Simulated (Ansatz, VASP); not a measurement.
**Two plane-wave programs on W**

```
W
1.0
     0.00000    2.77607    2.77607
     2.77607    0.00000    2.77607
     2.77607    2.77607    0.00000
W
2
Direct
  0.12500 0.12500 0.12500
  0.87500 0.87500 0.87500
```

Alike in both runs: task relaxation of cell and atoms; functional revPBE; k mesh 10 × 10 × 10; occupations fermi-dirac, width 0.1 eV; no spin polarisation.

|  | VASP | Ansatz |
| --- | --- | --- |
| version | VASP 6.6.1 | Ansatz 0.2.0 |
| potentials or method | VASP PAW PBE potentials, release 64 (W_sv), cutoff 600 eV | plane waves (420 eV) with PAW, scalar-relativistic |
| valence electrons in the cell | 28 | 28 |

```csv
,VASP,Ansatz,Ansatz less VASP
relaxed volume (Å³/atom),25.21,25.12,-0.086
relaxed cell length with the largest relative difference (Å),4.147,4.142,-0.0047
```

VASP's potentials were made for PBE, not for revPBE.

Spin-orbit coupling is off throughout. Noted on VASP's run: the volume moved by over 15 % at a fixed basis, so the end points are rough.
